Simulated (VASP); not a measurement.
Write the native input for VASP 6.6.1 that does the following.

- Task: single point
- Functional: LDA
- Potentials or basis: VASP PAW LDA potentials, release 64 (Ca_sv, Pd)
- Cutoff: 520 eV
- k mesh: 9 × 9 × 9
- Occupations: fermi-dirac, width 0.1 eV
- Spin: collinear spin
- Starting moments: [0.0, 0.5] μB
- Fixed moment: 0.5 μB
- Dipole correction: no
- Further INCAR settings: ALGO = Normal; EDIFF = 1e-07; NBANDS = 21

The structure of CaPd lies in POSCAR:

```
CaPd
1.0
    3.5056854800      0.0000000000      0.0000000000
    0.0000000000      3.5056854800      0.0000000000
    0.0000000000      0.0000000000      3.5056854800
Ca Pd
1 1
Direct
    0.0000000000      0.0000000000      0.0000000000
    0.5000000000      0.5000000000      0.5000000000
```

The input as run:

INCAR

```
PREC     = Accurate       # precision mode
ENCUT    = 520            # plane-wave cutoff, eV
EDIFF    = 1E-7           # SCF threshold, eV
ISMEAR   = -1             # smearing method
SIGMA    = 0.1            # smearing width, eV
LREAL    = F              # projectors in reciprocal space
LASPH    = T              # aspherical terms in the spheres
NELM     = 150            # most SCF steps
ALGO     = Normal         # electronic algorithm
ISIF     = 2              # what is computed and relaxed
LWAVE    = F              # write WAVECAR
LCHARG   = F              # write CHGCAR
ISPIN    = 2              # spin polarisation
MAGMOM   = 0 0.5          # initial moments
LORBIT   = 11             # projections on sites
NUPDOWN  = 0.5            # fixed moment
LMAXMIX  = 4              # l up to which the mixer works
NBANDS   = 21             # bands
```

KPOINTS

```
Automatic mesh
0
Gamma
  9 9 9
```

Potentials or basis: VASP PAW LDA potentials, release 64 (Ca_sv, Pd).

Launch:

```bash
$ cat potpaw_LDA.64/Ca_sv/POTCAR potpaw_LDA.64/Pd/POTCAR > POTCAR
$ mpirun -np 1 vasp_std > vasp.out
```

It gave:

```json
{
  "Pressure": "-4.4 GPa",
  "Net moment": "0.50 μB per cell",
  "Site moments": "Ca +0.07; Pd +0.23 μB",
  "Valence electrons inside the program's atomic spheres": "Ca 8.19; Pd 9.35"
}
```

Caveat: the cell stands under tension; the total moment is fixed, so each spin has its own Fermi level and the state may be an excited one.

Run time: 51 s on 1 thread of AMD EPYC 7R43 64-Core Processor (Zen 3) (shared host), peak memory 0.14 GiB.
